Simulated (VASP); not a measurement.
K: single point with PBEsol

Crystal: K.

```xyz
1
Lattice="-2.6442 2.6180 2.6180 2.6180 -2.6442 2.6180 2.6180 2.6180 -2.6442" Properties=species:S:1:pos:R:3 pbc="T T T"
K     0.0000    0.0000    0.0000
```

This cell differs from its parent crystal: equal xy, yz and zx shear strains of -1 %.

| Item | Value |
| --- | --- |
| Program | VASP 6.6.1 |
| Task | single point |
| Functional | PBEsol |
| Potentials or basis | VASP PAW PBE potentials, release 64 (K_sv) |
| Cutoff | 520 eV |
| k mesh | 10 × 10 × 10 |
| Occupations | fermi-dirac, width 0.08 eV |
| Spin | no spin polarisation |

```
Pressure               : 0.0 GPa
Band gap on the k mesh : zero (an odd number of electrons rules out a gap without spin polarisation)
```

Levels at points of the mesh, in eV from the Fermi level:
```csv
k point,band 2,band 3,band 4,band 5,band 6,band 7
"(0.00, 0.00, 0.00)",-15.48,-15.48,-15.48,-2.19,4.28,4.34
"(0.50, 0.00, 0.00)",-15.56,-15.51,-15.48,0.47,0.73,3.17
"(0.50, 0.50, 0.00)",-15.56,-15.51,-15.48,0.42,0.67,3.17
"(0.50, 0.50, 0.50)",-15.54,-15.54,-15.54,1.67,1.67,3.53
```

Wall time 110 s on 1 thread of AMD EPYC 7R13, with other jobs on the host, peak memory 0.24 GiB.

Caveat: the cell differs from its parent crystal (equal xy, yz and zx shear strains of -1 %); the PAW data sets were made with another functional, which shifts forces and pressure a little.
